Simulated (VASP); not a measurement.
SiO2:

```
CELL_PARAMETERS angstrom
4.97090 0.00000 0.00000
0.00000 4.97090 0.00000
0.00000 0.00000 6.92780
ATOMIC_POSITIONS crystal
Si 0.30050 0.30050 0.00000
Si 0.19950 0.80050 0.25000
Si 0.69950 0.69950 0.50000
Si 0.80050 0.19950 0.75000
O 0.23920 0.10370 0.17860
O 0.39630 0.73920 0.42860
O 0.76080 0.89630 0.67860
O 0.60370 0.26080 0.92860
O 0.73920 0.39630 0.57140
O 0.89630 0.76080 0.32140
O 0.26080 0.60370 0.07140
O 0.10370 0.23920 0.82140
```

| Item | Value |
| --- | --- |
| Program | VASP 6.6.1 |
| Task | relaxation of the atoms |
| Functional | PBE |
| Potentials or basis | VASP PAW PBE potentials, release 64 (Si, O) |
| Cutoff | 520 eV |
| k mesh | 5 × 5 × 4 |
| Occupations | fermi-dirac, width 0.02 eV |
| Spin | no spin polarisation |

At the start: pressure 7.9 GPa; volume 14.27 Å³/atom.

Problem. How do energy, volume and symmetry change on relaxing?

Solution. Over 20 steps the energy falls by 12.5 meV/atom; space group P4_12_12 (No. 92, to 0.1 Å) before and after.

Step by step:
| step | energy change (eV) | largest force (eV/Å) | pressure (GPa) |
| --- | --- | --- | --- |
| 1 | 0.0000 | 0.4989 | 7.90 |
| 2 | -0.0485 | 0.6818 | 6.09 |
| 3 | -0.0487 | 0.6221 | 6.21 |
| 4 | -0.0799 | 0.5226 | 5.32 |
| 5 | -0.1194 | 0.2616 | 2.71 |
| 6 | -0.1237 | 0.2020 | 2.68 |
| 7 | -0.1332 | 0.1921 | 2.61 |
| 8 | -0.1358 | 0.3422 | 2.45 |
| 9 | -0.1374 | 0.2862 | 2.52 |
| 10 | -0.1404 | 0.2279 | 2.47 |
| 11 | -0.1452 | 0.0870 | 2.34 |
| 12 | -0.1455 | 0.0851 | 2.31 |
| 13 | -0.1459 | 0.0806 | 2.25 |
| 14 | -0.1470 | 0.0673 | 2.10 |
| 15 | -0.1486 | 0.0406 | 1.78 |
| 16 | -0.1494 | 0.0270 | 1.16 |
| 17 | -0.1495 | 0.0238 | 1.30 |
| 18 | -0.1495 | 0.0235 | 1.31 |
| 19 | -0.1495 | 0.0245 | 1.31 |
| 20 | -0.1496 | 0.0108 | 1.31 |

Final structure:
```xyz
12
Lattice="4.9709 0.0000 0.0000 0.0000 4.9709 0.0000 0.0000 0.0000 6.9278" Properties=species:S:1:pos:R:3 pbc="T T T"
Si    1.5192    1.5192    0.0000
Si    0.9662    4.0047    1.7320
Si    3.4517    3.4517    3.4639
Si    4.0047    0.9662    5.1959
O     1.1769    0.5813    1.2836
O     1.9041    3.6624    3.0156
O     3.7940    4.3896    4.7475
O     3.0668    1.3085    6.4795
O     3.6624    1.9041    3.9122
O     4.3896    3.7940    2.1803
O     1.3085    3.0668    0.4483
O     0.5813    1.1769    5.6442
```
